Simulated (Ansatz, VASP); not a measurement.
# One calculation of Ti, two programs

Contents of INCAR:

```
SYSTEM = Ti
  PREC = Accurate
  ENCUT = 520
  EDIFF = 1E-7
  ISMEAR = -1
  SIGMA = 0.1
  LREAL = .FALSE.
  LASPH = .TRUE.
  NELM = 60
  ALGO = Normal
  ISIF = 2
  LWAVE = .FALSE.
  LCHARG = .TRUE.
  LDIPOL = .TRUE.
  IDIPOL = 3
  DIPOL = 0.5 0.5 0.500
  GGA = CA
  LELF = .TRUE.
  LVHAR = .TRUE.
  LVACPOTAV = .TRUE.
  NBANDS = 38
```

KPOINTS

```
regular mesh
0
G
  16 16 1
  0 0 0
```

File POSCAR:

```
Ti
1.0
    2.8642820353      0.0000000000      0.0000000000
   -1.4321410176      2.4805410062      0.0000000000
    0.0000000000      0.0000000000     25.0756000000
Ti
5
Direct
    0.0000000000      0.0000000000      0.3190353983
    0.3333333340      0.6666666660      0.4095176993
    0.0000000000      0.0000000000      0.4999999997
    0.3333333340      0.6666666660      0.5904823007
    0.0000000000      0.0000000000      0.6809646017
```

Input for Ansatz:

```yaml
crystal:
  lattice:
    - [2.8642820353, 0.0, 0.0]
    - [-1.4321410176, 2.4805410062, 0.0]
    - [0.0, 0.0, 25.0756]
  atoms:
    - { symbol: Ti, position: [0.0, 0.0, 0.3190353983] }
    - { symbol: Ti, position: [0.333333334, 0.666666666, 0.4095176993] }
    - { symbol: Ti, position: [0.0, 0.0, 0.4999999997] }
    - { symbol: Ti, position: [0.333333334, 0.666666666, 0.5904823007] }
    - { symbol: Ti, position: [0.0, 0.0, 0.6809646017] }
kpoints:
  mp_grid: { grid: [16, 16, 1] }
scf:
  occupations: { method: fermi_dirac, width: 0.1 }
hamiltonian:
  xc: lda
  pseudopotentials: { kind: all_electron, lapw: { basis_error: 0.001 } }
output:
  forces: true
  stress: true
  eigenvalues: true
  populations: true
  dos: { projected: true, de: 0.2, e_range: [-14, 8] }
efield:
  axis: 3
  amplitude: 0
  dipole_correction: true
```

Alike in both runs: task single point; functional LDA; k mesh 16 × 16 × 1; occupations fermi-dirac, width 0.1 eV; no spin polarisation.

|  | VASP | Ansatz |
| --- | --- | --- |
| version | VASP 6.6.1 | Ansatz 0.2.0 |
| potentials or method | VASP PAW LDA potentials, release 64 (Ti_sv), cutoff 520 eV | all-electron LAPW, scalar-relativistic |

```csv
,VASP,Ansatz,Ansatz less VASP
rms of the force components (eV/Å),0.301,0.300,-0.0012
```

LDA's correlation is that of Perdew and Zunger in VASP and of Perdew and Wang (1992) in Ansatz. Atom by atom the forces differ by 0.002 eV/Å (rms over components). Ansatz ran all-electron here, and VASP with PAW potentials.
